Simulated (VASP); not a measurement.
W:

```
W
1.0
    -1.57500    1.57500    1.57500
     1.57500   -1.57500    1.57500
     1.57500    1.57500   -1.57500
W
1
Direct
  0.00000 0.00000 0.00000
```

* Program: VASP 6.6.1
* Task: relaxation of cell and atoms
* Functional: PBE
* Potentials or basis: VASP PAW PBE potentials, release 64 (W_sv)
* Cutoff: 500 eV
* k mesh: 8 × 8 × 8
* Occupations: gaussian, width 0.1 eV
* Spin: no spin polarisation

At the start: pressure 11.5 GPa; volume 15.63 Å³/atom.

Question: Where does the relaxation end?

Answer: Over 4 steps the energy falls by 19.0 meV/atom and the volume is 16.18 Å³/atom (+3.5 %); space group Im-3m (No. 229, to 0.05 Å).

Step by step:
```csv
step,energy change (eV),largest force (eV/Å),pressure (GPa),volume (Å³)
1,0.0000,0.0000,11.47,15.63
2,0.1958,0.0000,-29.04,18.30
3,-0.0190,0.0000,-0.59,16.21
4,-0.0190,0.0000,-0.03,16.18
```

Final structure:
```xyz
1
Lattice="-1.5933 1.5933 1.5933 1.5933 -1.5933 1.5933 1.5933 1.5933 -1.5933" Properties=species:S:1:pos:R:3 pbc="T T T"
W     0.0000    0.0000    0.0000
```
